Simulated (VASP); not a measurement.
# CO2 (I-42d) in VASP: single point with PBE

Aim: the single point of CO2 with PBE.

Program: VASP 6.6.1. These are calculated values, not measurements. Logs are shortened: lines on timing, memory, paths and dates and some standing lists are left out, and cuts for length are marked.

### 1 The cell of the first run

It takes space group I-42d (No. 122, tetragonal). The conventional cell has a = 3.965 Å, b = 3.965 Å, c = 5.983 Å, α = 90.00°, β = 90.00°, γ = 90.00°. C (site symmetry -4) has 4 O at 1.40 Å within 1.9 Å. O (site symmetry 2) has 2 C at 1.40 Å within 1.9 Å.

### 2 Single point, PBE

Contents of INCAR:

```
SYSTEM = CO2
ALGO = Normal ; EDIFF = 1E-6
ENCUT = 910 ; GGA = PE
GGA_COMPAT = .FALSE. ; ISIF = 2
ISMEAR = 0 ; LASPH = .TRUE.
LCHARG = .FALSE. ; LREAL = .FALSE.
LWAVE = .FALSE. ; NBANDS = 25
NELM = 120 ; PREC = Accurate
SIGMA = 0.05
```

Contents of KPOINTS:

```
k-points
0
G
  10 10 10
  0 0 0
```

Contents of POSCAR:

```
CO2
1.0
   -1.9824135382      1.9824135382      2.9913663684
    1.9824135382     -1.9824135382      2.9913663684
    1.9824135382      1.9824135382     -2.9913663684
C O
2 4
Direct
    0.0000000000      0.0000000000      0.0000000000
    0.7500000000      0.2500000000      0.5000000000
    0.3750000000      0.2893122308      0.4143122308
    0.7106877692      0.1250000000      0.0856877692
    0.8750000000      0.9606877692      0.5856877692
    0.0393122308      0.6250000000      0.9143122308
```

Potentials or basis: VASP PAW PBE potentials, release 64 (C_h, O_h).

Command:

```bash
> cat potpaw_PBE.64/C_h/POTCAR potpaw_PBE.64/O_h/POTCAR > POTCAR
> mpirun -np 1 vasp_std > vasp.out
```

OUTCAR:

```text
SYSTEM = CO2
   EDIFF = 1E-6
   ENCUT = 910
   GGA = PE
   ISIF = 2
   ISMEAR = 0
   LASPH = .TRUE.
   LREAL = .FALSE.
   NELM = 120
   PREC = Accurate

 ion  position               nearest neighbor table
   1  0.000  0.000  0.000-   3 1.40   4 1.40   5 1.40   6 1.40
   2  0.750  0.250  0.500-   3 1.40   4 1.40   5 1.40   6 1.40
   3  0.375  0.289  0.414-   1 1.40   2 1.40
   4  0.711  0.125  0.086-   1 1.40   2 1.40
   5  0.875  0.961  0.586-   1 1.40   2 1.40
   6  0.039  0.625  0.914-   1 1.40   2 1.40

  LATTYP: Found a body centered tetragonal cell.
 ALAT       =     3.9648270764
 C/A-ratio  =     1.5089517453

  Lattice vectors:

 A1 = (  -1.9824135382,   1.9824135382,   2.9913663684)
 A2 = (   1.9824135382,  -1.9824135382,   2.9913663684)
 A3 = (   1.9824135382,   1.9824135382,  -2.9913663684)

Analysis of symmetry for initial positions (statically):
=====================================================================
 Subroutine PRICEL returns:
 Original cell was already a primitive cell.

 Routine SETGRP: Setting up the symmetry group for a
 body centered tetragonal supercell.

 Subroutine GETGRP returns: Found  8 space group operations
 (whereof  4 operations were pure point group operations)
 out of a pool of 16 trial point group operations.

The static configuration has the point symmetry S_4 .
 The point group associated with its full space group is D_2d.

Analysis of symmetry for dynamics (positions and initial velocities):
=====================================================================
 Subroutine PRICEL returns:
 Original cell was already a primitive cell.

 Routine SETGRP: Setting up the symmetry group for a
 body centered tetragonal supercell.

 Subroutine GETGRP returns: Found  8 space group operations
 (whereof  4 operations were pure point group operations)
 out of a pool of 16 trial point group operations.

The dynamic configuration has the point symmetry S_4 .
 The point group associated with its full space group is D_2d.

 Subroutine INISYM returns: Found  8 space group operations
 (whereof  4 operations are pure point group operations),
 and found     1 'primitive' translations

----------------------------------------------------------------------------------------

                                     Primitive cell

  volume of cell :      47.0238

  direct lattice vectors                    reciprocal lattice vectors
    -1.982413538  1.982413538  2.991366368     0.000000000  0.252217809  0.167147697
[... 84 lines left out ...]
 SYSTEM =  CO2
   PREC   = accura    normal or accurate (medium, high low for compatibility)
   ISTART =      0    job   : 0-new  1-cont  2-samecut
   ICHARG =      2    charge: 1-file 2-atom 10-const
   ISPIN  =      1    spin polarized calculation?
   LNONCOLLINEAR =      F non collinear calculations
   LSORBIT =      F    spin-orbit coupling
   LASPH  =      T    aspherical Exc in radial PAW
   ENCUT  =  910.0 eV  66.88 Ry    8.18 a.u.  10.08 10.08 10.08*2*pi/ulx,y,z
   NELM   =    120;   NELMIN=  2; NELMDL= -5     # of ELM steps
   EDIFF  = 0.1E-05   stopping-criterion for ELM
   LREAL  =      F    real-space projection
[... 7 lines left out ...]
   TEBEG  =    0.0;   TEEND  =   0.0 temperature during run
   PSTRESS=    0.0 pullay stress
   NELECT =      32.0000    total number of electrons
   NUPDOWN=      -1.0000    fix difference up-down
   EMIN   =  10.00;   EMAX   =-10.00  energy-range for DOS
   EFERMI =   0.00;   METHOD = LEGACY
   ISMEAR =     0;   SIGMA  =   0.05  broadening in eV -4-tet -1-fermi 0-gaus
   EFERMI_NEDOS =   21; number of points for ismear=-14 and -15
   IALGO  =     38    algorithm
   IMIX   =      4    mixing-type and parameters
     AMIX     =   0.40;   BMIX     =  1.00
     AMIX_MAG =   1.60;   BMIX_MAG =  1.00
  volume/ion in A,a.u.               =       7.84        52.89
  Fermi-wavevector in a.u.,A,eV,Ry     =   1.439966  2.721140 28.211693  2.073501
  Thomas-Fermi vector in A             =   2.558762
   LORBIT       =      0    0 simple, 1 ext, 2 COOP (PROOUT), +10 PAW based schemes
   GGA     = PE    functional components
   LHFCALC =     F    Hartree Fock is set to
   AEXX    =    0.0000 exact exchange contribution
   IVDW    =     0    specifies the selected vdW correction
   LEPSILON=     F    determine dielectric tensor
   LRPA    =     F    only Hartree local field effects (RPA)
 non-spin polarized calculation
 Gauss-broadening in eV      SIGMA  =   0.05
  energy-cutoff  :      910.00
  volume of cell :       47.02
 maximum number of plane-waves:      2970
   NGX = 21   NGY = 21   NGZ = 21

 number of electron      32.0000006 magnetization

 Free energy of the ion-electron system (eV)
  ---------------------------------------------------
  ext. energy  EPLUGINS =         0.00000000
  ---------------------------------------------------
  free energy    TOTEN  =       -43.69548174 eV

  energy without entropy =      -43.69548174  energy(sigma->0) =      -43.69548174

 E-fermi :   3.3315     XC(G=0): -11.0954

 val. band max:        3.0588039136   @ k =   0.5000   0.5000   0.5000
 cond. band min:      10.7540933414   @ k =   0.0000   0.0000   0.0000
 fundamental gap:      7.6952894278
 Fermi energy:         3.3315072798

 k-point     1 :       0.0000    0.0000    0.0000
  band No.  band energies     occupation
      1     -20.8587      2.00000
      2     -15.8204      2.00000
      3     -15.8204      2.00000
      4     -15.1385      2.00000
      5     -11.4639      2.00000
      6      -6.5315      2.00000
[... 661 lines left out ...]
     24      17.6560      0.00000
     25      18.1721      0.00000

 [... further k-points ...]
[... 5 lines left out ...]
  --------------------------------------------------------------------------------------
  -------------------------------------------------------------------------------------
  Total       -0.1653813     -0.1653813     -0.1963016      0.0000000     -0.0000000      0.0000000
  in kB       -5.6348038     -5.6348038     -6.6883078      0.0000000     -0.0000000      0.0000000
  external PRESSURE =      -5.9859718 kB  Pullay stress =       0.0000000 kB

 VOLUME and BASIS-vectors are now :
 -----------------------------------------------------------------------------
  energy-cutoff  :      910.00
  volume of cell :       47.02
      direct lattice vectors                 reciprocal lattice vectors
    -1.982413538  1.982413538  2.991366368     0.000000000  0.252217809  0.167147697
     1.982413538 -1.982413538  2.991366368     0.252217809  0.000000000  0.167147697
     1.982413538  1.982413538 -2.991366368     0.252217809  0.252217809  0.000000000

 POSITION                                       TOTAL-FORCE (eV/Angst)
 -----------------------------------------------------------------------------------
      0.00000      0.00000      0.00000         0.000000      0.000000      0.000000
      0.00000      1.98241      1.49568         0.000000      0.000000     -0.000000
      0.65147      0.99121      0.74784         0.008461     -0.000000      0.000000
     -0.99121      1.33094      2.24352         0.000000     -0.008461     -0.000000
      1.33094      0.99121      3.73921        -0.008461      0.000000     -0.000000
      2.97362      0.65147     -0.74784        -0.000000      0.008461      0.000000
 -----------------------------------------------------------------------------------
    total drift:                                0.000001      0.000001      0.000001

  FREE ENERGIE OF THE ION-ELECTRON SYSTEM (eV)
  ---------------------------------------------------
  free  energy   TOTEN  =       -43.6954817362 eV

  energy  without entropy=      -43.6954817362  energy(sigma->0) =      -43.69548174
```

stdout:

```text
POSCAR found type information on POSCAR C O
 POSCAR found :  2 types and       6 ions
 scaLAPACK will be used
 LDA part: xc-table for (Slater+PW92), standard interpolation
 POSCAR, INCAR and KPOINTS ok, starting setup
 FFT: planning ... GRIDC
 FFT: planning ... GRID_SOFT
 FFT: planning ... GRID
 WAVECAR not read
 entering main loop
```

Run time: 3.6 min. Hardware: 1 thread of Intel Xeon Platinum 8259CL at 2.50GHz (Skylake/Cascade Lake), shared host; peak memory 0.37 GiB.

What came out:

| Quantity | Value |
| --- | --- |
| Free energy | -43.6955 eV |
| Pressure | -0.6 GPa |
| Largest force | 0.008 eV/Å |
| Band gap on the k mesh | 7.70 eV (least direct gap 8.12 eV) |

Forces on the atoms (eV/Å):
```
C    0.000  0.000  0.000
C    0.000  0.000  0.000
O    0.008  0.000  0.000
O    0.000 -0.008  0.000
O   -0.008  0.000  0.000
O    0.000  0.008  0.000
```

Stress tensor (GPa, compression positive):
```
-0.56  0.00  0.00
 0.00 -0.56  0.00
 0.00  0.00 -0.67
```

Levels at points of the mesh, in eV from the valence-band top:
```
           k point  band 13  band 14  band 15  band 16  band 17  band 18  band 19  band 20
(0.00, 0.00, 0.00)    -1.18    -0.87    -0.87    -0.43     7.70     9.14     9.26     9.26
(0.50, 0.00, 0.00)    -1.67    -1.34    -0.41    -0.01     8.25     9.46     9.60    10.31
(0.50, 0.50, 0.00)    -0.65    -0.65    -0.51    -0.51     8.88     8.88     9.91     9.91
(0.50, 0.50, 0.50)    -2.83    -2.83     0.00     0.00     8.93     8.93    10.62    10.62
```
